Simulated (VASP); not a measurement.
# MnS (Fm-3m) in VASP: notebook

The runs below take MnS through relaxation of cell and atoms, single point, with BLYP+D4, PBE exchange alone.

Everything below comes from runs of VASP 6.6.1. Logs are shortened: lines on timing, memory, paths and dates and some standing lists are left out, and cuts for length are marked.

## 1. The cell of the first run

It takes space group Fm-3m (No. 225, cubic). Conventional cell: a = 5.209 Å, b = 5.209 Å, c = 5.209 Å, α = 90.00°, β = 90.00°, γ = 90.00°. Mn (site symmetry m-3m) has 6 S at 2.60 Å within 3.4 Å. Within 3.4 Å of S (site symmetry m-3m) lie 6 Mn at 2.60 Å.

## 2. Relaxation of cell and atoms, BLYP+D4, collinear spin, ferromagnetic start

The input, INCAR:

```
  AGGAC = 1.0
  AGGAX = 1.0
  ALDAC = 0.0
  ALDAX = 1.0
  ALGO = Normal
  EDIFF = 1E-7
  EDIFFG = -0.01
  ENCUT = 600
  GGA = B5
  IBRION = 2
  ISIF = 3
  ISMEAR = -1
  ISPIN = 2
  IVDW = 13
  LASPH = T
  LCHARG = F
  LMAXMIX = 4
  LORBIT = 11
  LREAL = F
  LWAVE = F
  MAGMOM = 4 0
  NELM = 150
  NSW = 60
  PREC = Accurate
  SIGMA = 0.05
  VDW_A1 = 0.44488865
  VDW_A2 = 4.0933009
  VDW_S6 = 1.0
  VDW_S8 = 2.34076671
```

The input, KPOINTS:

```
k-points
0
Gamma
  9 9 9
```

The input, POSCAR:

```
MnS
1.0
    0.0000000000      2.6045000000      2.6045000000
    2.6045000000      0.0000000000      2.6045000000
    2.6045000000      2.6045000000      0.0000000000
Mn S
1 1
Direct
    0.0000000000      0.0000000000      0.0000000000
    0.5000000000      0.5000000000      0.5000000000
```

Potentials or basis: VASP PAW PBE potentials, release 64 (Mn_pv, S).

The run is started by

```console
$ cat potpaw_PBE.64/Mn_pv/POTCAR potpaw_PBE.64/S/POTCAR > POTCAR
$ mpirun -np 1 vasp_std > vasp.out
```

OUTCAR:

```text
EDIFF = 1E-7
   EDIFFG = -0.01
   ENCUT = 600
   GGA = B5
   IBRION = 2
   ISIF = 3
   ISMEAR = -1
   ISPIN = 2
   IVDW = 13
   LASPH = T
   LORBIT = 11
   LREAL = F
   NELM = 150
   NSW = 60
   PREC = Accurate

 ion  position               nearest neighbor table
   1  0.000  0.000  0.000-   2 2.60   2 2.60   2 2.60   2 2.60   2 2.60   2 2.60
   2  0.500  0.500  0.500-   1 2.60   1 2.60   1 2.60   1 2.60   1 2.60   1 2.60

  LATTYP: Found a face centered cubic cell.
 ALAT       =     5.2090000000

  Lattice vectors:

 A1 = (   0.0000000000,   2.6045000000,   2.6045000000)
 A2 = (   2.6045000000,   0.0000000000,   2.6045000000)
 A3 = (   2.6045000000,   2.6045000000,   0.0000000000)

Analysis of symmetry for initial positions (statically):
=====================================================================
 Subroutine PRICEL returns:
 Original cell was already a primitive cell.

 Routine SETGRP: Setting up the symmetry group for a
 face centered cubic supercell.

 Subroutine GETGRP returns: Found 48 space group operations
 (whereof 48 operations were pure point group operations)
 out of a pool of 48 trial point group operations.

The static configuration has the point symmetry O_h .

Analysis of symmetry for dynamics (positions and initial velocities):
=====================================================================
 Subroutine PRICEL returns:
 Original cell was already a primitive cell.

 Routine SETGRP: Setting up the symmetry group for a
 face centered cubic supercell.

 Subroutine GETGRP returns: Found 48 space group operations
 (whereof 48 operations were pure point group operations)
 out of a pool of 48 trial point group operations.

The dynamic configuration has the point symmetry O_h .

Analysis of structural, dynamic, and magnetic symmetry:
=====================================================================
 Subroutine PRICEL returns:
 Original cell was already a primitive cell.

 Routine SETGRP: Setting up the symmetry group for a
 face centered cubic supercell.

 Subroutine GETGRP returns: Found 48 space group operations
 (whereof 48 operations were pure point group operations)
 out of a pool of 48 trial point group operations.

The overall configuration has the point symmetry O_h .

 Subroutine INISYM returns: Found 48 space group operations
 (whereof 48 operations are pure point group operations),
 and found     1 'primitive' translations

----------------------------------------------------------------------------------------

                                     Primitive cell

  volume of cell :      35.3348

  direct lattice vectors                    reciprocal lattice vectors
     0.000000000  2.604500000  2.604500000    -0.191975427  0.191975427  0.191975427
     2.604500000  0.000000000  2.604500000     0.191975427 -0.191975427  0.191975427
     2.604500000  2.604500000  0.000000000     0.191975427  0.191975427 -0.191975427

  length of vectors
     3.683319223  3.683319223  3.683319223     0.332511194  0.332511194  0.332511194

  position of ions in fractional coordinates (direct lattice)
     0.000000000  0.000000000  0.000000000
     0.500000000  0.500000000  0.500000000

  ion indices of the primitive-cell ions
   primitive index   ion index
                 1           1
                 2           2

----------------------------------------------------------------------------------------

 KPOINTS: k-points

Automatic generation of k-mesh.
 Grid dimensions read from file:
 generate k-points for:    9    9    9

 Generating k-lattice:

  Cartesian coordinates                     Fractional coordinates (reciprocal lattice)
    -0.021330603  0.021330603  0.021330603     0.111111111  0.000000000  0.000000000
     0.021330603 -0.021330603  0.021330603     0.000000000  0.111111111  0.000000000
     0.021330603  0.021330603 -0.021330603     0.000000000  0.000000000  0.111111111

  Length of vectors
     0.036945688  0.036945688  0.036945688

  Shift w.r.t. Gamma in fractional coordinates (k-lattice)
     0.000000000  0.000000000  0.000000000

 Subroutine IBZKPT returns following result:
 ===========================================

 Found     35 irreducible k-points:

 Following reciprocal coordinates:
            Coordinates               Weight
  0.000000  0.000000  0.000000      1.000000
  0.111111  0.000000  0.000000      8.000000
  0.222222  0.000000  0.000000      8.000000
  0.333333  0.000000  0.000000      8.000000
  0.444444  0.000000  0.000000      8.000000
  0.111111  0.111111  0.000000      6.000000
[... 16 lines left out ...]
 -0.333333  0.333333  0.000000     12.000000
  0.444444  0.444444  0.000000      6.000000
 [... further k-points ...]
   k-points           NKPTS =     35   k-points in BZ     NKDIM =     35   number of bands    NBANDS=     15
   number of dos      NEDOS =    301   number of ions     NIONS =      2
   total plane-waves  NPLWV =  27000
   dimension x,y,z NGX =    30 NGY =   30 NGZ =   30
   dimension x,y,z NGXF=    60 NGYF=   60 NGZF=   60
   ions per type =               1   1
   NGX,Y,Z   is equivalent  to a cutoff of  13.54, 13.54, 13.54 a.u.
   NGXF,Y,Z  is equivalent  to a cutoff of  27.08, 27.08, 27.08 a.u.
 SYSTEM =  unknown system
   PREC   = accura    normal or accurate (medium, high low for compatibility)
   ISTART =      0    job   : 0-new  1-cont  2-samecut
   ICHARG =      2    charge: 1-file 2-atom 10-const
   ISPIN  =      2    spin polarized calculation?
   LNONCOLLINEAR =      F non collinear calculations
   LSORBIT =      F    spin-orbit coupling
   LASPH  =      T    aspherical Exc in radial PAW
   ENCUT  =  600.0 eV  44.10 Ry    6.64 a.u.   7.36  7.36  7.36*2*pi/ulx,y,z
   NELM   =    150;   NELMIN=  2; NELMDL= -5     # of ELM steps
   EDIFF  = 0.1E-06   stopping-criterion for ELM
   LREAL  =      F    real-space projection
   EDIFFG = -.1E-01   stopping-criterion for IOM
   NSW    =     60    number of steps for IOM
   IBRION =      2    ionic relax: 0-MD 1-quasi-New 2-CG
   NFREE  =      1    steps in history (QN), initial steepest desc. (CG)
   ISIF   =      3    stress and relaxation
   ISYM   =      2    0-nonsym 1-usesym 2-fastsym
   POTIM  = 0.5000    time-step for ionic-motion
   TEBEG  =    0.0;   TEEND  =   0.0 temperature during run
   PSTRESS=    0.0 pullay stress
   NELECT =      19.0000    total number of electrons
   NUPDOWN=      -1.0000    fix difference up-down
   EMIN   =  10.00;   EMAX   =-10.00  energy-range for DOS
   EFERMI =   0.00;   METHOD = LEGACY
   ISMEAR =    -1;   SIGMA  =   0.05  broadening in eV -4-tet -1-fermi 0-gaus
   EFERMI_NEDOS =   21; number of points for ismear=-14 and -15
   IALGO  =     38    algorithm
   IMIX   =      4    mixing-type and parameters
     AMIX     =   0.40;   BMIX     =  1.00
     AMIX_MAG =   1.60;   BMIX_MAG =  1.00
  volume/ion in A,a.u.               =      17.67       119.23
  Fermi-wavevector in a.u.,A,eV,Ry     =   1.331246  2.515690 24.112464  1.772216
  Thomas-Fermi vector in A             =   2.460272
   LORBIT       =     11    0 simple, 1 ext, 2 COOP (PROOUT), +10 PAW based schemes
   GGA     = B5    functional components
   LHFCALC =     F    Hartree Fock is set to
   AEXX    =    0.0000 exact exchange contribution
   IVDW    =    13    specifies the selected vdW correction
   LEPSILON=     F    determine dielectric tensor
   LRPA    =     F    only Hartree local field effects (RPA)
 conjugate gradient relaxation of ions
 spin polarized calculation
  energy-cutoff  :      600.00
  volume of cell :       35.33
 maximum number of plane-waves:      1243
 NGX is ok and might be reduce to    30
   NGX = 15   NGY = 15   NGZ = 15

--------------------------------------- Ionic step        1  -------------------------------------------

 number of electron      19.0000008 magnetization       4.6412469

 Free energy of the ion-electron system (eV)
  ---------------------------------------------------
  ext. energy  EPLUGINS =         0.00000000
  ---------------------------------------------------
  free energy    TOTEN  =       -12.54165375 eV

  energy without entropy =      -12.53295394  energy(sigma->0) =      -12.53730384

------------------------ aborting loop because EDIFF is reached ----------------------------------------

  DFT-D4 for vdW energy calculation

  Edisp (eV):   -1.54335

  FORCE on cell =-STRESS in cart. coord.  units (eV):
  Direction    XX          YY          ZZ          XY          YZ          ZX
  --------------------------------------------------------------------------------------
  -------------------------------------------------------------------------------------
  Total      -1.19060    -1.19060    -1.19060     0.00000    -0.00000     0.00000
  in kB     -53.98501   -53.98501   -53.98501     0.00000    -0.00000     0.00000
  external pressure =      -53.99 kB  Pullay stress =        0.00 kB
[... 141 lines left out ...]
  energy  without entropy=      -14.1552293557  energy(sigma->0) =      -14.16067669

--------------------------------------- Ionic step        5  -------------------------------------------

 number of electron      19.0000002 magnetization       4.0139389

 Free energy of the ion-electron system (eV)
  ---------------------------------------------------
  ext. energy  EPLUGINS =         0.00000000
  ---------------------------------------------------
  free energy    TOTEN  =       -12.39970062 eV

  energy without entropy =      -12.38849596  energy(sigma->0) =      -12.39409829

 E-fermi :   8.6618     XC(G=0): -10.7477

 val. band max:        8.6591749458   @ k =   0.1111   0.0000   0.0000
 cond. band min:       8.6732318474   @ k =   0.2222   0.2222   0.0000
 fundamental gap:      0.0140569015
 Fermi energy:         8.6618023953

 spin component 1

 k-point     1 :       0.0000    0.0000    0.0000
  band No.  band energies     occupation
      1     -41.4757      1.00000
      2     -41.4757      1.00000
      3     -41.4757      1.00000
      4      -6.8440      1.00000
      5       5.4510      1.00000
      6       5.4510      1.00000
      7       5.4510      1.00000
      8       5.5799      1.00000
      9       5.5799      1.00000
     10       6.6045      1.00000
     11       6.6045      1.00000
     12       6.6045      1.00000
     13      11.8207      0.00000
     14      17.8774      0.00000
     15      17.8774      0.00000
[... 399 lines left out ...]
      1     -41.4902      1.00000
      2     -41.4817      1.00000
      3     -41.4817      1.00000
      4      -5.1449      1.00000
      5       2.1022      1.00000
      6       4.7644      1.00000
      7       4.7973      1.00000
      8       4.7973      1.00000
      9       5.9085      1.00000
     10       6.4003      1.00000
     11       6.4003      1.00000
     12       7.1537      1.00000
     13      10.2534      0.00000
     14      14.8149      0.00000
     15      20.1408      0.00000

 [... further k-points ...]

 spin component 2

 k-point     1 :       0.0000    0.0000    0.0000
  band No.  band energies     occupation
      1     -37.6371      1.00000
      2     -37.6370      1.00000
      3     -37.6370      1.00000
      4      -6.6575      1.00000
      5       6.7414      1.00000
      6       6.7414      1.00000
      7       6.7414      1.00000
      8       8.3707      0.99705
      9       8.3707      0.99705
     10       8.3707      0.99705
     11       8.4648      0.98092
     12       8.4648      0.98092
     13      12.4941      0.00000
     14      18.7510      0.00000
     15      18.7510      0.00000
[... 447 lines left out ...]
  FREE ENERGIE OF THE ION-ELECTRON SYSTEM (eV)
  ---------------------------------------------------
  free  energy   TOTEN  =       -14.1661673296 eV

  energy  without entropy=      -14.1549626661  energy(sigma->0) =      -14.16056500

 reached required accuracy - stopping structural energy minimisation

 total charge

# of ion       s       p       d       tot
------------------------------------------
    1        0.241   6.204   5.070  11.514
    2        1.341   2.445   0.000   3.787
--------------------------------------------------
tot          1.582   8.649   5.070  15.301

 magnetization (x)

# of ion       s       p       d       tot
------------------------------------------
    1        0.046   0.034   3.643   3.723
    2        0.026   0.039   0.000   0.065
--------------------------------------------------
tot          0.072   0.073   3.643   3.788
```

Wall time 4.4 min (1 thread of Intel Xeon Platinum 8259CL at 2.50GHz (Skylake/Cascade Lake), shared host); peak memory 0.21 GiB.

What came out:

```
Free energy                                           : -14.1662 eV
Relaxed volume                                        : 15.35 Å³/atom
Relaxed cell                                          : a = 3.515 Å, b = 3.515 Å, c = 3.515 Å, α = 60.00°, β = 60.00°, γ = 60.00°
Space group after relaxing (to 0.1 Å)                 : Fm-3m (No. 225)
Energy gained by relaxing                             : 40.6 meV/atom
Ionic steps                                           : 5
Pressure after relaxing                               : 0.0 GPa
Net moment                                            : 4.01 μB per cell
Site moments                                          : Mn +3.72; S +0.07 μB
Valence electrons inside the program's atomic spheres : Mn 11.51; S 3.79
Dispersion energy per atom                            : -0.883 eV
```

The path:
```tsv
step	energy change (eV)	largest force (eV/Å)	pressure (GPa)	volume (Å³)
1	0.0000	0.0000	-5.40	35.33
2	-0.0686	0.0000	-2.03	32.38
3	-0.0811	0.0000	-0.23	30.81
4	-0.0811	0.0000	0.17	30.62
5	-0.0812	0.0000	-0.02	30.71
```

Final structure:
```yaml
crystal:
  lattice:
    - [0.00000, 2.48544, 2.48544]
    - [2.48544, 0.00000, 2.48544]
    - [2.48544, 2.48544, 0.00000]
  atoms:
    - { symbol: Mn, position: [0.00000, 0.00000, 0.00000] }
    - { symbol: S, position: [0.50000, 0.50000, 0.50000] }
```

Levels at points of the mesh, in eV from the Fermi level:
Spin up:
| k point | band 9 | band 10 | band 11 | band 12 | band 13 | band 14 | band 15 |
| --- | --- | --- | --- | --- | --- | --- | --- |
| (0.00, 0.00, 0.00) | -3.08 | -2.06 | -2.06 | -2.06 | 3.16 | 9.22 | 9.22 |
Spin down:
| k point | band 4 | band 5 | band 6 | band 7 | band 8 | band 9 | band 10 | band 11 | band 12 | band 13 |
| --- | --- | --- | --- | --- | --- | --- | --- | --- | --- | --- |
| (0.00, 0.00, 0.00) | -15.32 | -1.92 | -1.92 | -1.92 | -0.29 | -0.29 | -0.29 | -0.20 | -0.20 | 3.83 |

Caveat: the PAW data sets were made with another functional, which shifts forces and pressure a little; a cell with one magnetic atom can't hold antiferromagnetic order, which such compounds often take; semilocal functionals often make such compounds metallic where correlation or magnetic order opens a gap, which also shifts bond lengths. With open d or f shells a metallic result of BLYP can be an artefact of self-interaction; +U or a hybrid may open a gap.

## 3. Single point, PBE exchange alone, collinear spin, ferromagnetic start

This run uses another cell than the first one, of 18.37 Å³/atom.

The input, INCAR:

```
SYSTEM = MnS
AGGAC = 0.0
ALDAC = 0.0
ALGO = Normal
EDIFF = 1E-6
ENCUT = 520
GGA = PE
ISIF = 2
ISMEAR = -1
ISPIN = 2
LASPH = .TRUE.
LCHARG = .FALSE.
LMAXMIX = 4
LORBIT = 11
LREAL = .FALSE.
LWAVE = .FALSE.
MAGMOM = 4 0
NBANDS = 20
NELM = 150
PREC = Accurate
SIGMA = 0.05
```

The input, KPOINTS:

```
k-points
0
G
  9 9 9
  0 0 0
```

The input, POSCAR:

```
MnS
1.0
    0.0000000000      2.6387736672      2.6387736672
    2.6387736672      0.0000000000      2.6387736672
    2.6387736672      2.6387736672      0.0000000000
Mn S
1 1
Direct
    0.0000000000      0.0000000000      0.0000000000
    0.5000000000      0.5000000000      0.5000000000
```

Potentials or basis: VASP PAW PBE potentials, release 64 (Mn_pv, S).

The run is started by

```console
$ cat potpaw_PBE.64/Mn_pv/POTCAR potpaw_PBE.64/S/POTCAR > POTCAR
$ mpirun -np 1 vasp_std > vasp.out
```

It took 24 s on 1 thread of Intel Xeon 6975P-C (Granite Rapids), shared host; peak memory 0.19 GiB.

It converged, with:

```yaml
Free_energy: -12.0660 eV
Pressure: 9.6 GPa
Net_moment: 4.92 μB per cell
Site_moments: Mn +4.43; S +0.10 μB
Valence_electrons_inside_the_program's_atomic_spheres: Mn 11.28; S 3.78
```

Levels at points of the mesh, in eV from the Fermi level:
Spin up:
```tsv
k point	band 10	band 11	band 12	band 13	band 14	band 15
(0.00, 0.00, 0.00)	-1.88	-1.88	-1.88	1.41	8.53	8.53
```
Spin down:
```csv
k point,band 5,band 6,band 7,band 8,band 9,band 10
"(0.00, 0.00, 0.00)",-1.58,-1.58,-1.58,0.63,0.63,0.64
```

Caveat: the cell stands under pressure; a cell with one magnetic atom can't hold antiferromagnetic order, which such compounds often take; semilocal functionals often make such compounds metallic where correlation or magnetic order opens a gap, which also shifts bond lengths.
